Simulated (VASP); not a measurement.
A run of VASP 6.6.1 is set up as follows.

File POSCAR:

```
Si
1.0
    0.0000000000      2.7221188962      2.7221188962
    2.7221188962      0.0000000000      2.7221188962
    2.7221188962      2.7221188962      0.0000000000
Si
2
Direct
    0.0000000000      0.0000000000      0.0000000000
    0.2500000000      0.2500000000      0.2500000000
```

The input INCAR.step1:

```
SYSTEM = Si
ALGO = Normal
EDIFF = 1E-8
ENCUT = 500
GGA = CA
ISMEAR = 0
LASPH = .TRUE.
LCHARG = .FALSE.
LREAL = .FALSE.
LWAVE = .TRUE.
NELM = 80
PREC = Accurate
SIGMA = 0.01
```

Contents of INCAR.step2:

```
SYSTEM = Si
ALGO = Exact
EDIFF = 1E-8
ENCUT = 500
GGA = CA
ISMEAR = 0
ISTART = 1
LASPH = .TRUE.
LCHARG = .FALSE.
LOPTICS = .TRUE.
LREAL = .FALSE.
LWAVE = .TRUE.
NBANDS = 34
NELM = 1
PREC = Accurate
SIGMA = 0.01
```

File INCAR.step3:

```
SYSTEM = Si
ALGO = EVGW0
EDIFF = 1E-8
ENCUT = 500
ENCUTGW = 60
GGA = CA
ISMEAR = 0
ISTART = 1
LASPH = .TRUE.
LCHARG = .FALSE.
LREAL = .FALSE.
LWAVE = .FALSE.
NBANDS = 34
NBANDSGW = 12
NELMGW = 1
NOMEGA = 48
PREC = Accurate
PRECFOCK = Fast
SIGMA = 0.01
```

Contents of KPOINTS:

```
k-points
0
G
  4 4 4
  0 0 0
```

Potentials or basis: VASP PAW LDA potentials, release 64 (Si_GW).

Launch:

```bash
$ cat potpaw_LDA.64/Si_GW/POTCAR > POTCAR
$ cp INCAR.step1 INCAR
$ mpirun -np 1 vasp_std > vasp.out
$ cp INCAR.step2 INCAR
$ mpirun -np 1 vasp_std > vasp.out
$ cp INCAR.step3 INCAR
$ mpirun -np 1 vasp_std > vasp.out
```

**Question.** What does it give for the quasiparticle gap?

**Answer.** 0.93 eV.

**Question.** What does it give for the least direct quasiparticle gap?

**Answer.** 3.01 eV.

**Question.** Estimate the band gap on the k mesh, mean-field level.

**Answer.** 0.59 eV, indirect (least direct gap 2.50 eV).

Caveat: the k points lie up to 0.50 Å⁻¹ apart; bands, screening cutoff and mesh are small and nothing is extrapolated, so the quasiparticle values aren't converged. A k mesh can miss the band edges.
